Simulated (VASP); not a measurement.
# Si4O7 (a cell with a defect) in VASP: a series of runs, part 2 of 2

VASP 6.6.1. The steps go on from the part before.

## Step 3: Single point, PBE

INCAR reads:

```
PREC = Accurate
ENCUT = 520
EDIFF = 1E-7
ISMEAR = 0
SIGMA = 0.05
LREAL = F
LASPH = T
NELM = 60
ALGO = Normal
ISIF = 2
LWAVE = F
LCHARG = F
GGA = PE
NBANDS = 40
```

KPOINTS reads:

```
regular mesh
0
Gamma
  6 6 6
```

POSCAR reads:

```
Si4O7
1.0
    0.0000000000      4.2357990674     -2.6899428419
    0.0000000000     -4.2357990674     -2.6899428419
   -4.2357990674      0.0000000000      2.6899428419
Si O
4 7
Direct
    0.2500000000      0.7500000000      0.5000000000
    0.7500000000      0.2500000000      0.5000000000
    0.0000000000      0.0000000000      1.0000000000
    0.5000000000      0.5000000000      1.0000000000
    1.0000000000      0.3069827092      0.3069827092
    0.5569827092      0.7500000000      0.8069827092
    0.0569827092      0.2500000000      0.8069827092
    0.0000000000      0.6930172908      0.6930172908
    0.5000000000      0.1930172908      0.6930172908
    0.9430172908      0.7500000000      0.1930172908
    0.4430172908      0.2500000000      0.1930172908
```

Potentials or basis: VASP PAW PBE potentials, release 64 (Si, O).

Run with:

```
> cat potpaw_PBE.64/Si/POTCAR potpaw_PBE.64/O/POTCAR > POTCAR
> mpirun -np 1 vasp_std > vasp.out
```

OUTCAR:

```text
PREC = Accurate
   ENCUT = 520
   EDIFF = 1E-7
   ISMEAR = 0
   LREAL = F
   LASPH = T
   NELM = 60
   ISIF = 2
   GGA = PE

 ion  position               nearest neighbor table
   1  0.250  0.750  0.500-   5 1.77   8 1.77   9 1.77   6 1.84  10 1.84   2 2.69   2 2.69
   2  0.750  0.250  0.500-   5 1.77   8 1.77   9 1.77   7 1.84  11 1.84   1 2.69   1 2.69
   3  0.000  0.000  0.000-   6 1.77   7 1.77  10 1.77  11 1.77   5 1.84   8 1.84   4 2.69   4 2.69

   4  0.500  0.500  0.000-   6 1.77   7 1.77  10 1.77  11 1.77   9 1.84   3 2.69   3 2.69
   5  0.000  0.307  0.307-   1 1.77   2 1.77   3 1.84
   6  0.557  0.750  0.807-   3 1.77   4 1.77   1 1.84
   7  0.057  0.250  0.807-   3 1.77   4 1.77   2 1.84
   8  0.000  0.693  0.693-   1 1.77   2 1.77   3 1.84
   9  0.500  0.193  0.693-   1 1.77   2 1.77   4 1.84
  10  0.943  0.750  0.193-   3 1.77   4 1.77   1 1.84
  11  0.443  0.250  0.193-   3 1.77   4 1.77   2 1.84

  LATTYP: Found a body centered tetragonal cell.
 ALAT       =     5.9903244886
 C/A-ratio  =     0.8980958701

  Lattice vectors:

[... 208 lines left out ...]
      3     -12.0134      2.00000
      4     -11.7606      2.00000
      5     -11.5803      2.00000
      6     -11.2597      2.00000
[... 1021 lines left out ...]
     39      18.4354      0.00000
     40      19.1641      0.00000

 [... further k-points ...]

------------------------ aborting loop because EDIFF is reached ----------------------------------------

  FORCE on cell =-STRESS in cart. coord.  units (eV):
  Direction    XX          YY          ZZ          XY          YZ          ZX
  --------------------------------------------------------------------------------------
  -------------------------------------------------------------------------------------
  Total       -0.1947924     -0.1947924     -2.0199541     -1.4888393      0.0000000      0.0000000
  in kB       -3.2332461     -3.2332461    -33.5280533    -24.7123851      0.0000000      0.0000000
  external PRESSURE =     -13.3315152 kB  Pullay stress =       0.0000000 kB

 VOLUME and BASIS-vectors are now :
 -----------------------------------------------------------------------------
  energy-cutoff  :      520.00
  volume of cell :       96.53
      direct lattice vectors                 reciprocal lattice vectors
     0.000000000  4.235799067 -2.689942842    -0.118041482  0.118041482 -0.185877556
     0.000000000 -4.235799067 -2.689942842    -0.118041482 -0.118041482 -0.185877556
    -4.235799067  0.000000000  2.689942842    -0.236082964  0.000000000  0.000000000

 POSITION                                       TOTAL-FORCE (eV/Angst)
 -----------------------------------------------------------------------------------
     -2.11790     -2.11790     -1.34497         0.392309      0.392309     -1.227964
     -2.11790      2.11790     -1.34497         0.392309      0.392309      1.227964
      0.00000      0.00000      0.00000        -0.129073     -0.129073      0.000000
      0.00000      0.00000     -2.68994         0.040558      0.040558     -0.000000
     -1.30032     -1.30032      0.00000         0.214495      0.214495     -0.000000
     -3.41822     -0.81758     -1.34497        -0.070984     -0.108744     -0.066042
     -3.41822     -0.81758      1.34497        -0.070984     -0.108744      0.066042
     -2.93548     -2.93548      0.00000        -0.068904     -0.068904     -0.000000
     -2.93548      1.30032      0.00000        -0.482237     -0.482237      0.000000
     -0.81758      0.81758     -4.03491        -0.108744     -0.070984     -0.066042
     -0.81758      0.81758     -1.34497        -0.108744     -0.070984      0.066042
 -----------------------------------------------------------------------------------
    total drift:                               -0.000010     -0.000010     -0.000001

  FREE ENERGIE OF THE ION-ELECTRON SYSTEM (eV)
  ---------------------------------------------------
  free  energy   TOTEN  =       -81.3183371381 eV

  energy  without entropy=      -81.3183371381  energy(sigma->0) =      -81.31833714
```

OSZICAR:

```text
N       E                     dE             d eps       ncg     rms          rms(c)
DAV:   1     0.289331111250E+03    0.28933E+03   -0.32051E+04  3680   0.139E+03
DAV:   2    -0.728197250278E+02   -0.36215E+03   -0.35287E+03  4448   0.305E+02
DAV:   3    -0.892833251527E+02   -0.16464E+02   -0.16392E+02  4776   0.670E+01
DAV:   4    -0.894110402189E+02   -0.12772E+00   -0.12760E+00  4688   0.660E+00
DAV:   5    -0.894121945532E+02   -0.11543E-02   -0.11542E-02  4696   0.604E-01    0.224E+01
DAV:   6    -0.812075501732E+02    0.82046E+01   -0.31163E+01  4344   0.282E+01    0.103E+01
DAV:   7    -0.812871253010E+02   -0.79575E-01   -0.10377E+00  4560   0.499E+00    0.386E+00
DAV:   8    -0.813066110942E+02   -0.19486E-01   -0.38909E-02  4544   0.139E+00    0.152E+00
DAV:   9    -0.813179682832E+02   -0.11357E-01   -0.16247E-02  4560   0.933E-01    0.335E-01
DAV:  10    -0.813182515743E+02   -0.28329E-03   -0.12472E-03  4776   0.204E-01    0.177E-01
DAV:  11    -0.813183242443E+02   -0.72670E-04   -0.30159E-04  4552   0.117E-01    0.489E-02
DAV:  12    -0.813183356032E+02   -0.11359E-04   -0.44427E-05  4416   0.440E-02    0.819E-03
DAV:  13    -0.813183371680E+02   -0.15648E-05   -0.11268E-05  4568   0.220E-02    0.508E-03
DAV:  14    -0.813183371187E+02    0.49288E-07   -0.23165E-06  4416   0.117E-02    0.273E-03
DAV:  15    -0.813183371381E+02   -0.19375E-07   -0.60377E-07  4464   0.490E-03
   1 F= -.81318337E+02 E0= -.81318337E+02  d E =-.428558E-15
```

stdout:

```text
POSCAR found type information on POSCAR SiO
 POSCAR found :  2 types and      11 ions
 scaLAPACK will be used
 LDA part: xc-table for (Slater+PW92), standard interpolation
 POSCAR, INCAR and KPOINTS ok, starting setup
 FFT: planning ... GRIDC
 FFT: planning ... GRID_SOFT
 FFT: planning ... GRID
 WAVECAR not read
 entering main loop
```

It took 4.5 min on 1 thread of AMD EPYC 7R13, shared host; peak memory 0.3 GiB.

What came out:

| Property | Result |
| --- | --- |
| Free energy | -81.3183 eV |
| Pressure | -1.3 GPa |
| Largest force | 1.347 eV/Å |
| Band gap on the k mesh | 1.77 eV |

Forces on the atoms (eV/Å):
```
Si   0.392  0.392 -1.228
Si   0.392  0.392  1.228
Si  -0.129 -0.129  0.000
Si   0.041  0.041  0.000
O    0.214  0.214  0.000
O   -0.071 -0.109 -0.066
O   -0.071 -0.109  0.066
O   -0.069 -0.069  0.000
O   -0.482 -0.482  0.000
O   -0.109 -0.071 -0.066
O   -0.109 -0.071  0.066
```

Stress tensor (GPa, compression positive):
```
-0.32 -2.47  0.00
-2.47 -0.32  0.00
 0.00  0.00 -3.35
```

Levels at points of the mesh, in eV from the valence-band top:
```
           k point  band 26  band 27  band 28  band 29  band 30  band 31  band 32  band 33
(0.00, 0.00, 0.00)    -3.48    -3.00    -2.44    -2.20     3.84     3.86     4.00     5.61
(0.50, 0.00, 0.00)    -3.60    -3.30    -2.92    -0.21     3.01     3.77     5.55     6.56
(0.50, 0.00, 0.50)    -3.49    -3.13    -2.83    -0.46     1.77     4.08     6.20     7.07
(0.50, 0.50, 0.00)    -3.71    -3.32    -3.19    -0.68     2.52     4.56     5.89     6.09
(0.50, 0.50, 0.50)    -4.49    -4.20    -4.16    -0.02     2.59     3.80     5.65     6.06
```
